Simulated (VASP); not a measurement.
Set up this calculation in VASP 6.6.1, as the native input.

| Property | Result |
| --- | --- |
| Task | single point |
| Functional | PBE |
| Potentials or basis | VASP PAW PBE potentials, release 64 (Na_pv, Hf_pv) |
| Cutoff | 520 eV |
| k mesh | 6 × 6 × 6 |
| Occupations | gaussian, width 0.1 eV |
| Spin | no spin polarisation |
| Dipole correction | no |
| Further INCAR settings | ALGO = Normal; EDIFF = 1e-07; NBANDS = 16 |

The structure of NaHf lies in POSCAR:

```
NaHf
1.0
    0.0000000000      2.9276327158      2.9276327158
    2.9276327158      0.0000000000      2.9276327158
    2.9276327158      2.9276327158      0.0000000000
Na Hf
1 1
Direct
    0.0000000000      0.0000000000      0.0000000000
    0.5000000000      0.5000000000      0.5000000000
```

The input as run:

INCAR

```
SYSTEM = NaHf
PREC = Accurate ; ENCUT = 520
EDIFF = 1E-7 ; ISMEAR = 0
SIGMA = 0.1 ; LREAL = .False.
LASPH = .True. ; NELM = 100
ALGO = Normal ; ISIF = 2
LWAVE = .False. ; LCHARG = .False.
GGA = PE ; NBANDS = 16
```

KPOINTS

```
regular mesh
0
Gamma
  6 6 6
  0 0 0
```

Potentials or basis: VASP PAW PBE potentials, release 64 (Na_pv, Hf_pv).

Launch:

```sh
$ cat potpaw_PBE.64/Na_pv/POTCAR potpaw_PBE.64/Hf_pv/POTCAR > POTCAR
$ mpirun -np 1 vasp_std > vasp.out
```

Results of the run:

```
Pressure               : -0.1 GPa
Band gap on the k mesh : zero (an odd number of electrons rules out a gap without spin polarisation)
```

Caveat: spin-orbit coupling is left out, which moves the levels of the heavy elements.

Wall time 6.4 s on 1 thread of Intel(R) Xeon(R) 6975P-C (Granite Rapids), with other jobs on the host, peak memory 0.17 GiB.
